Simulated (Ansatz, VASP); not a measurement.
**One calculation of ZnS, two programs**

```
Zn S
1.0
     3.94410    0.00000    0.00000
    -1.97205    3.41569    0.00000
     0.00000    0.00000    5.89348
Zn S
2 2
Direct
  0.33333 0.66667 0.00000
  0.66667 0.33333 0.50000
  0.33333 0.66667 0.50000
  0.66667 0.33333 0.00000
```

Alike in both runs: task relaxation of cell and atoms; functional r2SCAN; k mesh 12 × 12 × 6; occupations gaussian, width 0.02 eV; no spin polarisation.

|  | VASP | Ansatz |
| --- | --- | --- |
| version | VASP 6.6.1 | Ansatz 0.2.0 |
| potentials or method | VASP PAW PBE potentials, release 64 (Zn, S), cutoff 600 eV | scalar-relativistic, plane waves, PAW |
| valence electrons in the cell | 36 | 36 |

```tsv
	VASP	Ansatz	Ansatz less VASP
gap on the k mesh at the Fermi level, each at its own relaxed structure (eV)	1.94	1.97	+0.030
relaxed volume (Å³/atom)	19.82	19.85	+0.032
relaxed length of the cell vector where the two differ most in proportion (Å)	5.876	5.893	+0.0177
```

VASP's potentials were made for PBE, not for r2SCAN.
